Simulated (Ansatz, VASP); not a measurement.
**One calculation of MgO, two programs**

```xyz
4
Lattice="2.9231 0.0000 0.0000 -1.4615 2.5314 0.0000 0.0000 0.0000 5.0921" Properties=species:S:1:pos:R:3 pbc="T T T"
Mg    0.0000    0.0000    0.0000
Mg    0.0000    0.0000    2.5461
O     0.0000    1.6876    1.2730
O     1.4615    0.8438    3.8191
```

Alike in both runs: task single point; functional PBE; k mesh 12 × 12 × 6; no spin polarisation.

```csv
,VASP,Ansatz
version,VASP 6.6.1,Ansatz 0.2.0
potentials or method,"VASP PAW PBE potentials, release 64 (Mg, O)","plane waves, PAW"
plane-wave cutoff (eV),520,420
occupations,"gaussian, width 0.01 eV",fixed
valence electrons in the cell,16,32
```

```tsv
	VASP	Ansatz	Ansatz less VASP
gap on the k mesh at the Fermi level (eV)	4.45	4.47	+0.016
pressure (GPa)	5.0	5.7	+0.67
traceless stress, the component that is largest in VASP (GPa)	0.58	0.58	-0.001
```

VASP's potentials hold 16 valence electrons a cell and Ansatz's 32, so a difference there can come from the potentials and not from the codes.
